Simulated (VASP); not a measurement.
Here is a VASP 6.6.1 calculation.

INCAR

```
SYSTEM = Sc8H
PREC = Accurate
ENCUT = 450
EDIFF = 1E-7
ISMEAR = 0
SIGMA = 0.1
LREAL = .False.
LASPH = .True.
NELM = 120
ALGO = Normal
ISIF = 2
LWAVE = .False.
LCHARG = .False.
LDIPOL = .True.
IDIPOL = 3
DIPOL = 0.5 0.5 0.313
GGA = PE
IBRION = 2
NSW = 36
EDIFFG = -0.025
GGA_COMPAT = .False.
NELMIN = 4
NELMDL = -8
KPAR = 4
```

Contents of KPOINTS:

```
Automatic mesh
0
Gamma
  4 5 1
  0 0 0
```

POSCAR

```
Sc8H
1.0
    6.6389479791      0.0000000000      0.0000000000
    0.0000000000      5.1626219083      0.0000000000
    0.0000000000      0.0000000000     19.1132872497
Sc H
8 1
Selective dynamics
Direct
    0.0000000000      0.7500000000      0.2092784955  F F F
    0.5000000000      0.7500000000      0.2092784955  F F F
    0.2500000000      0.2500000000      0.2594137541  F F F
    0.7500000000      0.2500000000      0.2594137541  F F F
    0.2500000000      0.7500000000      0.3452852846  F F F
    0.7500000000      0.7500000000      0.3452852846  F F F
    0.0000000000      0.2500000000      0.3983243254  F F F
    0.5000000000      0.2500000000      0.3983243254  F F F
    0.0000000000      0.7500000000      0.3938660476  F F T
```

Potentials or basis: VASP PAW PBE potentials, release 64 (Sc_sv, H).

Command:

```bash
$ cat potpaw_PBE.64/Sc_sv/POTCAR potpaw_PBE.64/H/POTCAR > POTCAR
$ mpirun -np 4 vasp_std > vasp.out
```

Q: Predict the band gap on the k mesh.

A: Zero (an odd number of electrons rules out a gap without spin polarisation).

Q: What does it give for the energy gained by relaxing?

A: 22.3 meV/atom.

Final structure:
```
CELL_PARAMETERS angstrom
6.63895 0.00000 0.00000
0.00000 5.16262 0.00000
0.00000 0.00000 19.11329
ATOMIC_POSITIONS crystal
Sc 0.00000 0.75000 0.20928
Sc 0.50000 0.75000 0.20928
Sc 0.25000 0.25000 0.25941
Sc 0.75000 0.25000 0.25941
Sc 0.25000 0.75000 0.34529
Sc 0.75000 0.75000 0.34529
Sc 0.00000 0.25000 0.39832
Sc 0.50000 0.25000 0.39832
H 0.00000 0.75000 0.41470
```
